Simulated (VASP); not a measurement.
Input of a VASP 6.6.1 run:

Contents of INCAR:

```
PREC = Accurate ; ENCUT = 520
EDIFF = 1E-6 ; ISMEAR = 1
SIGMA = 0.15 ; LREAL = False
LASPH = True ; NELM = 60
ALGO = Normal ; ISIF = 2
LWAVE = False ; LCHARG = False
NBANDS = 18
```

The input KPOINTS:

```
regular mesh
0
Gamma
  6 6 6
```

Contents of POSCAR:

```
Al3Ag
1.0
    4.1352202383      0.0000000000      0.0000000000
    0.0000000000      4.1352202383      0.0000000000
    0.0000000000      0.0000000000      4.1352202383
Al Ag
3 1
Direct
    0.0000000000      0.5000000000      0.5000000000
    0.5000000000      0.0000000000      0.5000000000
    0.5000000000      0.5000000000      0.0000000000
    0.0000000000      0.0000000000      0.0000000000
```

Potentials or basis: VASP PAW LDA potentials, release 64 (Al, Ag).

Command:

```bash
$ cat potpaw_LDA.64/Al/POTCAR potpaw_LDA.64/Ag/POTCAR > POTCAR
$ mpirun -np 1 vasp_std > vasp.out
```

Question: Predict the pressure.

Answer: -7.7 GPa.

Question: What does it give for the band gap on the k mesh?

Answer: Zero (band 10 reaches 9.61 eV, above the bottom of band 11 at 5.22 eV).
